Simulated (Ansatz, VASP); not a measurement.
**One calculation of Cd, two programs**

Contents of POSCAR:

```
Cd
1.0
   -1.7843220000      1.7843220000      1.7843220000
    1.7843220000     -1.7843220000      1.7843220000
    1.7843220000      1.7843220000     -1.7843220000
Cd
1
Direct
    0.0000000000      0.0000000000      0.0000000000
```

File INCAR.step1:

```
SYSTEM = Cd
  ALGO = Normal
  EDIFF = 1E-4
  ENCUT = 520
  GGA = PE
  ISMEAR = 0
  LASPH = .True.
  LCHARG = .False.
  LREAL = .False.
  LWAVE = .True.
  NBANDS = 12
  NELM = 100
  PREC = Accurate
  SIGMA = 0.15
```

The input INCAR.step2:

```
SYSTEM = Cd
  ALGO = Normal
  EDIFF = 1E-6
  ENCUT = 520
  ISIF = 2
  ISMEAR = 0
  ISTART = 1
  LASPH = .True.
  LCHARG = .False.
  LMIXTAU = .True.
  LREAL = .False.
  LWAVE = .False.
  METAGGA = R2SCAN
  NBANDS = 12
  NELM = 100
  PREC = Accurate
  SIGMA = 0.15
```

Contents of KPOINTS:

```
k-points
0
Gamma
  18 18 18
  0 0 0
```

Input for Ansatz:

```yaml
crystal:
  lattice:
    - [-1.784322, 1.784322, 1.784322]
    - [1.784322, -1.784322, 1.784322]
    - [1.784322, 1.784322, -1.784322]
  atoms:
    - { symbol: Cd, position: [0.0, 0.0, 0.0] }
basis:
  ecutwfc: 500
kpoints:
  mp_grid: { grid: [18, 18, 18] }
hamiltonian:
  xc: r2scan
scf:
  occupations: { method: gaussian, width: 0.15 }
output:
  forces: true
  stress: true
  eigenvalues: true
```

Alike in both runs: task single point; functional r2SCAN; k mesh 18 × 18 × 18; occupations gaussian, width 0.15 eV; no spin polarisation.

```csv
,VASP,Ansatz
version,VASP 6.6.1,Ansatz 0.2.0
potentials or method,"VASP PAW PBE potentials, release 64 (Cd), cutoff 520 eV","scalar-relativistic, plane waves, PAW"
valence electrons in the cell,12,20
```

|  | VASP | Ansatz | Ansatz less VASP |
| --- | --- | --- | --- |
| gap on the k mesh at the Fermi level (eV) | none | none | - |
| pressure (GPa) | -1.0 | -1.3 | -0.22 |

VASP's potentials were made for PBE, not for r2SCAN. A gap of «none» marks a metal or a gap that the smearing closes. VASP's potentials hold 12 valence electrons a cell and Ansatz's 20, so a difference there can come from the potentials and not from the codes.
